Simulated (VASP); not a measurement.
Set up this calculation in VASP 6.6.1, as the native input.

| Item | Value |
| --- | --- |
| Task | single point |
| Functional | r2SCAN |
| Potentials or basis | VASP PAW PBE potentials, release 64 (H, O) |
| Cutoff | 520 eV |
| k mesh | 1 × 1 × 1 |
| Occupations | fermi-dirac, width 0.02 eV |
| Spin | no spin polarisation |
| Dipole correction | no |
| Further INCAR settings | LREAL = Auto; ALGO = Normal; EDIFF = 1e-06; NBANDS = 28 |

System: H4O.

```xyz
15
Lattice="4.2320 0.0000 0.0000 0.0000 4.2320 0.0000 0.0000 0.0000 4.2320" Properties=species:S:1:pos:R:3 pbc="T T T"
H     3.6555    4.7624    1.2351
H     4.3648    5.2412    1.3679
H     3.4811    2.7132    1.8463
H     2.3294    1.6886    1.2660
H     2.5009    5.0115    4.0338
H     2.3130    4.3104    4.7519
H     2.5827    0.5457    3.1980
H     0.8817    0.0743    1.3314
H     0.0633    2.6555    0.4474
H     2.1165    2.3675    1.4782
H     2.3378    2.0193    2.4892
H     2.2407    3.3343    3.4218
O     2.4161    0.2052    1.6774
O     0.1000    2.5880    1.4223
O     2.4765    2.1805    3.5908
```

These files were run (other wordings do the same):

POSCAR

```
H4O
1.0
    4.2320050000      0.0000000000      0.0000000000
    0.0000000000      4.2320050000      0.0000000000
    0.0000000000      0.0000000000      4.2320050000
H O
12 3
Direct
    0.8637749719      1.1253294833      0.2918474813
    1.0313787436      1.2384673459      0.3232274064
    0.8225651907      0.6411145544      0.4362707511
    0.5504246805      0.3990070900      0.2991489849
    0.5909492073      1.1841904724      0.9531652255
    0.5465494488      1.0185243165      1.1228483898
    0.6102781069      0.1289459724      0.7556701847
    0.2083409637      0.0175566900      0.3146026529
    0.0149574492      0.6274803551      0.1057182116
    0.5001175566      0.5594275054      0.3492907026
    0.5524095553      0.4771497198      0.5881845603
    0.5294653480      0.7878771410      0.8085529200
    0.5709114238      0.0484876554      0.3963605903
    0.0236294617      0.6115304684      0.3360818336
    0.5851836186      0.5152404121      0.8484867102
```

INCAR.step1

```
SYSTEM = H4O
PREC = Accurate ; ENCUT = 520
ISMEAR = -1 ; SIGMA = 0.02
LREAL = Auto ; LASPH = .True.
NELM = 80 ; NBANDS = 28
GGA = PE ; ALGO = Normal
EDIFF = 1E-4 ; LWAVE = .True.
LCHARG = .False.
```

INCAR.step2

```
SYSTEM = H4O
PREC = Accurate ; ENCUT = 520
EDIFF = 1E-6 ; ISMEAR = -1
SIGMA = 0.02 ; LREAL = Auto
LASPH = .True. ; NELM = 80
ALGO = Normal ; ISIF = 2
LWAVE = .False. ; LCHARG = .True.
METAGGA = R2SCAN ; LMIXTAU = .True.
LELF = .True. ; LVHAR = .True.
NBANDS = 28 ; ISTART = 1
```

KPOINTS

```
Automatic mesh
0
Gamma
  1 1 1
  0 0 0
```

Potentials or basis: VASP PAW PBE potentials, release 64 (H, O).

Command:

```bash
$ cat potpaw_PBE.64/H/POTCAR potpaw_PBE.64/O/POTCAR > POTCAR
$ cp INCAR.step1 INCAR
$ mpirun -np 1 vasp_gam > vasp.out
$ cp INCAR.step2 INCAR
$ mpirun -np 1 vasp_gam > vasp.out
```

It gave:

```
Pressure      : 0.2 GPa
Largest force : 4.048 eV/Å
```

Caveat: the k points lie up to 1.48 Å⁻¹ apart, too coarse for converged energies, forces and pressures; the atoms stand as in a frame of molecular dynamics; the PAW data sets were made with another functional, which shifts forces and pressure a little.

Run time: 36 s on 1 thread of Intel(R) Xeon(R) Platinum 8259CL CPU @ 2.50GHz (Skylake/Cascade Lake) (shared host), peak memory 0.17 GiB.
